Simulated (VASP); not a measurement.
# BeZn3Se4 (Pmm2) in VASP: further runs, part 2 of 3

VASP 6.6.1.

### Step 3. Single point, PBE

This run uses another cell than the first one, of 21.84 Å³/atom.

INCAR

```
SYSTEM = BeZn3Se4
PREC     = Accurate       ! precision mode
ENCUT    = 520            ! plane-wave cutoff, eV
EDIFF    = 1E-6           ! SCF threshold, eV
ISMEAR   = 0              ! smearing method
SIGMA    = 0.1            ! smearing width, eV
LREAL    = .FALSE.        ! projectors in reciprocal space
LASPH    = .TRUE.         ! aspherical terms in the spheres
NELM     = 60             ! most SCF steps
ALGO     = Normal         ! electronic algorithm
ISIF     = 2              ! what is computed and relaxed
LWAVE    = .FALSE.        ! write WAVECAR
LCHARG   = .TRUE.         ! write CHGCAR
GGA      = PE             ! functional
LELF     = .TRUE.         ! ELF
LVHAR    = .TRUE.       
NBANDS   = 41             ! bands
```

KPOINTS

```
Automatic mesh
0
G
  4 2 4
  0 0 0
```

POSCAR

```
BeZn3Se4
1.0
    3.9489400771      0.0000000000      0.0000000000
    0.0000000000      7.9388154853      0.0000000000
    0.0000000000      0.0000000000      5.5724737352
Be Zn Se
1 3 4
Direct
    0.0000000000      0.5000000000      0.0060432825
    0.0000000000      0.0000000000     -0.0010126890
    0.5000000000      0.7382966749      0.5000456533
    0.5000000000      0.2617033251      0.5000456533
    0.0000000000      0.2662515651      0.2353669231
    0.0000000000      0.7337484349      0.2353669231
    0.5000000000      0.0000000000      0.7367987910
    0.5000000000      0.5000000000      0.7873454626
```

Potentials or basis: VASP PAW PBE potentials, release 64 (Be, Zn, Se).

The run is started by

```sh
$ cat potpaw_PBE.64/Be/POTCAR potpaw_PBE.64/Zn/POTCAR potpaw_PBE.64/Se/POTCAR > POTCAR
$ mpirun -np 1 vasp_std > vasp.out
```

OUTCAR:

```text
SYSTEM = BeZn3Se4
   PREC = Accurate
   ENCUT = 520
   EDIFF = 1E-6
   ISMEAR = 0
   LREAL = .FALSE.
   LASPH = .TRUE.
   NELM = 60
   ISIF = 2
   GGA = PE

 ion  position               nearest neighbor table
   1  0.000  0.500  0.006-   5 2.25   6 2.25   8 2.32   8 2.32
   2  0.000  0.000  0.999-   7 2.46   7 2.46   5 2.49   6 2.49
   3  0.500  0.738  0.500-   7 2.46   6 2.46   6 2.46   8 2.48
   4  0.500  0.262  0.500-   7 2.46   5 2.46   5 2.46   8 2.48
   5  0.000  0.266  0.235-   1 2.25   4 2.46   4 2.46   2 2.49
   6  0.000  0.734  0.235-   1 2.25   3 2.46   3 2.46   2 2.49
   7  0.500  0.000  0.737-   2 2.46   2 2.46   4 2.46   3 2.46
   8  0.500  0.500  0.787-   1 2.32   1 2.32   4 2.48   3 2.48

  LATTYP: Found a simple orthorhombic cell.
 ALAT       =     3.9489400771
 B/A-ratio  =     1.4111315002
 C/A-ratio  =     2.0103661566

  Lattice vectors:

 A1 = (  -3.9489400771,   0.0000000000,   0.0000000000)
 A2 = (   0.0000000000,   0.0000000000,   5.5724737352)
 A3 = (   0.0000000000,   7.9388154853,   0.0000000000)

Analysis of symmetry for initial positions (statically):
[... 187 lines left out ...]
  band No.  band energies     occupation
      1     -11.4438      2.00000
      2     -10.6147      2.00000
      3     -10.5914      2.00000
      4     -10.2413      2.00000
      5      -4.6520      2.00000
      6      -4.6509      2.00000
[... 781 lines left out ...]
     40       9.0310      0.00000
     41       9.1613      0.00000

------------------------ aborting loop because EDIFF is reached ----------------------------------------

  FORCE on cell =-STRESS in cart. coord.  units (eV):
  Direction    XX          YY          ZZ          XY          YZ          ZX
  --------------------------------------------------------------------------------------
  -------------------------------------------------------------------------------------
  Total        0.5738838      0.2904318      0.3943524      0.0000000      0.0000000      0.0000000
  in kB        5.2632045      2.6636088      3.6166859      0.0000000      0.0000000      0.0000000
  external PRESSURE =       3.8478330 kB  Pullay stress =       0.0000000 kB

 VOLUME and BASIS-vectors are now :
 -----------------------------------------------------------------------------
  energy-cutoff  :      520.00
  volume of cell :      174.70
      direct lattice vectors                 reciprocal lattice vectors
     3.948940077  0.000000000  0.000000000     0.253232508  0.000000000  0.000000000
     0.000000000  7.938815485  0.000000000     0.000000000  0.125963376  0.000000000
     0.000000000  0.000000000  5.572473735     0.000000000  0.000000000  0.179453515

 POSITION                                       TOTAL-FORCE (eV/Angst)
 -----------------------------------------------------------------------------------
      0.00000      3.96941      0.03368        -0.000000     -0.000000     -0.044036
      0.00000      0.00000      5.56683        -0.000000     -0.000000     -0.030585
      1.97447      5.86120      2.78649         0.000000     -0.031849      0.033552
      1.97447      2.07761      2.78649        -0.000000      0.031849      0.033552
      0.00000      2.11372      1.31158        -0.000000      0.026896     -0.010155
      0.00000      5.82509      1.31158        -0.000000     -0.026896     -0.010155
      1.97447      0.00000      4.10579        -0.000000     -0.000000      0.018045
      1.97447      3.96941      4.38746        -0.000000     -0.000000      0.009783
 -----------------------------------------------------------------------------------
    total drift:                                0.000000      0.000000      0.001034

  FREE ENERGIE OF THE ION-ELECTRON SYSTEM (eV)
  ---------------------------------------------------
  free  energy   TOTEN  =       -26.7288534790 eV

  energy  without entropy=      -26.7288534790  energy(sigma->0) =      -26.72885348
```

OSZICAR:

```text
N       E                     dE             d eps       ncg     rms          rms(c)
DAV:   1     0.453544569960E+03    0.45354E+03   -0.27677E+04  1476   0.163E+03
DAV:   2     0.292402720041E+02   -0.42430E+03   -0.40314E+03  1508   0.371E+02
DAV:   3    -0.258406608157E+02   -0.55081E+02   -0.53557E+02  1758   0.129E+02
DAV:   4    -0.278658658017E+02   -0.20252E+01   -0.20179E+01  1752   0.240E+01
DAV:   5    -0.278874109838E+02   -0.21545E-01   -0.21537E-01  1758   0.246E+00    0.850E+00
DAV:   6    -0.267643382089E+02    0.11231E+01   -0.23897E+00  2090   0.359E+01    0.654E+00
DAV:   7    -0.267244229577E+02    0.39915E-01   -0.17421E+00  1750   0.612E+00    0.256E+00
DAV:   8    -0.267270526897E+02   -0.26297E-02   -0.85819E-02  1739   0.352E+00    0.804E-01
DAV:   9    -0.267282036094E+02   -0.11509E-02   -0.16084E-02  1856   0.288E+00    0.173E-01
DAV:  10    -0.267284773013E+02   -0.27369E-03   -0.41478E-03  1731   0.111E+00    0.104E-01
DAV:  11    -0.267287783811E+02   -0.30108E-03   -0.12521E-03  1981   0.462E-01    0.418E-02
DAV:  12    -0.267288338062E+02   -0.55425E-04   -0.52271E-04  1766   0.258E-01    0.173E-02
DAV:  13    -0.267288487204E+02   -0.14914E-04   -0.69251E-05  1806   0.500E-02    0.843E-03
DAV:  14    -0.267288533004E+02   -0.45800E-05   -0.91685E-06  1563   0.225E-02    0.389E-03
DAV:  15    -0.267288534790E+02   -0.17857E-06   -0.58274E-07  1179   0.135E-02
   1 F= -.26728853E+02 E0= -.26728853E+02  d E =-.625231E-12
```

It took 4.5 min on 1 thread of Intel Xeon 8259CL, shared host; peak memory 0.32 GiB.

Results:

```
Free energy            : -26.7289 eV
Pressure               : 0.4 GPa
Largest force          : 0.046 eV/Å
Band gap on the k mesh : 1.65 eV
```

Forces on the atoms (eV/Å):
```
Be   0.000  0.000 -0.044
Zn   0.000  0.000 -0.031
Zn   0.000 -0.032  0.034
Zn   0.000  0.032  0.034
Se   0.000  0.027 -0.010
Se   0.000 -0.027 -0.010
Se   0.000  0.000  0.018
Se   0.000  0.000  0.010
```

Stress tensor (GPa, compression positive):
```
0.53 0.00 0.00
0.00 0.27 0.00
0.00 0.00 0.36
```

### Step 4. Relaxation of cell and atoms, PBE

INCAR

```
ALGO = Normal
EDIFF = 1E-6
EDIFFG = -0.04
ENCUT = 600
GGA = PE
IBRION = 2
ISIF = 3
ISMEAR = 0
LASPH = True
LCHARG = False
LREAL = False
LWAVE = False
NELM = 60
NSW = 90
PREC = Accurate
SIGMA = 0.1
```

KPOINTS

```
k-points
0
Gamma
  4 2 4
```

POSCAR

```
BeZn3Se4
1.0
    3.8724243600      0.0000000000      0.0000000000
    0.0000000000      7.7448487300      0.0000000000
    0.0000000000      0.0000000000      5.4764350500
Be Zn Se
1 3 4
Direct
    0.0000000000      0.5000000000      0.0000000000
    0.0000000000      0.0000000000      0.0000000000
    0.5000000000      0.7500000000      0.5000000000
    0.5000000000      0.2500000000      0.5000000000
    0.0000000000      0.2500000000      0.2500000000
    0.0000000000      0.7500000000      0.2500000000
    0.5000000000      0.0000000000      0.7500000000
    0.5000000000      0.5000000000      0.7500000000
```

The run is started by

```sh
$ cat potpaw_PBE.64/Be/POTCAR potpaw_PBE.64/Zn/POTCAR potpaw_PBE.64/Se/POTCAR > POTCAR
$ mpirun -np 1 vasp_std > vasp.out
```

It took 31 min on 1 thread of Intel Xeon 8259CL, shared host; peak memory 0.4 GiB.

Results (log left out):

| Quantity | Value |
| --- | --- |
| Free energy | -26.7287 eV |
| Relaxed volume | 21.98 Å³/atom |
| Relaxed cell | a = 3.962 Å, b = 7.951 Å, c = 5.583 Å, α = 90.00°, β = 90.00°, γ = 90.00° |
| Space group after relaxing (to 0.1 Å) | Pmm2 (No. 25) |
| Energy gained by relaxing | 77.4 meV/atom |
| Ionic steps | 14 |
| Pressure after relaxing | 0.0 GPa |
| Largest force after relaxing | 0.029 eV/Å |
| Band gap on the k mesh | 1.63 eV |

Forces on the atoms (eV/Å):
```
Be   0.000  0.000  0.024
Zn   0.000  0.000  0.001
Zn   0.000 -0.006 -0.008
Zn   0.000  0.006 -0.008
Se   0.000 -0.009 -0.014
Se   0.000  0.009 -0.014
Se   0.000  0.000 -0.010
Se   0.000  0.000  0.029
```

Stress tensor (GPa, compression positive):
```
 0.05  0.00  0.00
 0.00 -0.06  0.00
 0.00  0.00 -0.01
```

The path:
| step | energy change (eV) | largest force (eV/Å) | pressure (GPa) | volume (Å³) |
| --- | --- | --- | --- | --- |
| 1 | 0.0000 | 1.7771 | 6.05 | 164.25 |
| 2 | -0.4471 | 0.6485 | -2.08 | 183.36 |
| 3 | -0.4529 | 0.7535 | -1.30 | 181.05 |
| 4 | -0.5447 | 0.4421 | -0.67 | 178.51 |
| 5 | -0.5890 | 0.3394 | 0.26 | 175.28 |
| 6 | -0.6044 | 0.2247 | -0.01 | 175.87 |
| 7 | -0.6121 | 0.1036 | -0.36 | 176.71 |
| 8 | -0.6158 | 0.1157 | 0.22 | 175.00 |
| 9 | -0.6159 | 0.1120 | 0.12 | 175.26 |
| 10 | -0.6176 | 0.0799 | -0.01 | 175.60 |
| 11 | -0.6182 | 0.0596 | -0.07 | 175.84 |
| 12 | -0.6182 | 0.1094 | -0.17 | 176.31 |
| 13 | -0.6184 | 0.0815 | -0.06 | 176.04 |
| 14 | -0.6194 | 0.0290 | -0.01 | 175.85 |

Final structure:
```cif
data_structure
_symmetry_space_group_name_H-M 'P 1'
_symmetry_Int_Tables_number 1
_cell_length_a 3.9617
_cell_length_b 7.9508
_cell_length_c 5.5827
_cell_angle_alpha 90.000
_cell_angle_beta 90.000
_cell_angle_gamma 90.000
_cell_volume 175.85
loop_
_atom_site_label
_atom_site_type_symbol
_atom_site_fract_x
_atom_site_fract_y
_atom_site_fract_z
_atom_site_occupancy
Be1 Be 0.00000 0.50000 0.00405 1
Zn1 Zn 0.00000 0.00000 0.99900 1
Zn2 Zn 0.50000 0.73802 0.50064 1
Zn3 Zn 0.50000 0.26198 0.50064 1
Se1 Se 0.00000 0.26696 0.23557 1
Se2 Se 0.00000 0.73304 0.23557 1
Se3 Se 0.50000 0.00000 0.73776 1
Se4 Se 0.50000 0.50000 0.78676 1
```

Levels at points of the mesh, in eV from the valence-band top:
| k point | band 29 | band 30 | band 31 | band 32 | band 33 | band 34 |
| --- | --- | --- | --- | --- | --- | --- |
| (0.00, 0.00, 0.00) | -0.12 | -0.06 | 0.00 | 1.63 | 2.75 | 3.46 |
| (0.50, 0.00, 0.00) | -2.05 | -1.16 | -0.83 | 2.89 | 2.93 | 3.22 |
| (0.00, 0.50, 0.00) | -0.93 | -0.34 | -0.09 | 3.25 | 3.29 | 3.37 |
| (0.50, 0.50, 0.00) | -1.89 | -1.79 | -1.74 | 3.83 | 3.85 | 4.13 |
| (0.00, 0.00, 0.50) | -0.84 | -0.80 | -0.71 | 2.63 | 2.73 | 3.64 |
| (0.50, 0.00, 0.50) | -0.93 | -0.84 | -0.72 | 2.52 | 2.74 | 5.53 |
| (0.00, 0.50, 0.50) | -0.96 | -0.89 | -0.86 | 3.39 | 3.51 | 3.63 |
| (0.50, 0.50, 0.50) | -1.47 | -1.47 | -1.41 | 3.99 | 4.09 | 4.29 |

(Part 2 of 3 ends here.)
